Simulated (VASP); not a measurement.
Crystal: C.

```
CELL_PARAMETERS angstrom
0.00000 1.78012 1.74452
1.78012 0.00000 1.74452
1.78012 1.78012 0.00000
ATOMIC_POSITIONS crystal
C 0.00000 0.00000 0.00000
C 0.25000 0.25000 0.25000
```

This cell differs from its parent crystal: uniaxial z strain -2.0%.

Base run:

| Property | Result |
| --- | --- |
| Program | VASP 6.6.1 |
| Functional | r2SCAN |
| Potentials or basis | VASP PAW PBE potentials, release 64 (C_h) |
| Cutoff | 910 eV |
| k mesh | 12 × 12 × 12 |
| Occupations | gaussian, width 0.01 eV |
| Spin | no spin polarisation |

Its results: band gap on the k mesh 3.89 eV, indirect (least direct gap 5.56 eV); pressure 8.6 GPa.

Question: The run is repeated on the same cell with these changes: potentials or basis from VASP PAW PBE potentials, release 64 (C_h) to VASP PAW PBE potentials, release 64 (C); cutoff from 910 eV to 520 eV. What comes out?

Answer: Band gap on the k mesh 3.86 eV, indirect (least direct gap 5.52 eV); pressure 10.7 GPa.

Caveats: the PAW data sets were made with another functional, which shifts forces and pressure a little; the cutoff is under 1.25 times the usual one of these potentials, so pressure, stress and relaxed cells hold a basis-set (Pulay) error (some runs).

A k mesh can miss the band edges.
